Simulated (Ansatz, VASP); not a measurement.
## Two plane-wave programs on CsPbI2Br

```
CELL_PARAMETERS angstrom
6.37530 0.00000 0.00000
0.00000 6.37530 0.00000
0.00000 0.00000 5.96222
ATOMIC_POSITIONS crystal
Cs 0.50000 0.50000 0.50000
Pb 0.00000 0.00000 0.00000
I 0.00000 0.50000 0.02097
I 0.50000 0.00000 0.02097
Br 0.00000 0.00000 0.50000
```

Change from the starting cell: all I atoms moved +0.125 Å, as atom 3 along Cartesian [0 0 1].

Alike in both runs: task single point; functional PBE; k mesh 4 × 4 × 6; occupations gaussian, width 0.05 eV; no spin polarisation.

|  | VASP | Ansatz |
| --- | --- | --- |
| version | VASP 6.6.1 | Ansatz 0.2.0 |
| potentials or method | VASP PAW PBE potentials, release 64 (Cs_sv, Pb_d, I, Br), cutoff 520 eV | scalar-relativistic, plane waves, PAW |
| valence electrons in the cell | 44 | 64 |

```csv
,VASP,Ansatz,Ansatz less VASP
gap on the k mesh at the Fermi level (eV),1.51,1.51,-0.002
least direct gap on the mesh (eV),1.51,1.51,-0.002
pressure (GPa),0.3,0.3,+0.01
"traceless stress, the component that is largest in VASP (GPa)",-0.10,-0.11,-0.008
rms of the force components (eV/Å),0.017,0.017,-0.0002
```

Atom by atom the forces differ by 0.000 eV/Å (rms over components). With one functional, cell and mesh, what is left measures potentials, basis and numerics. VASP's potentials hold 44 valence electrons a cell and Ansatz's 64, so a difference there can come from the potentials and not from the codes.

Neither program's run includes spin-orbit coupling.
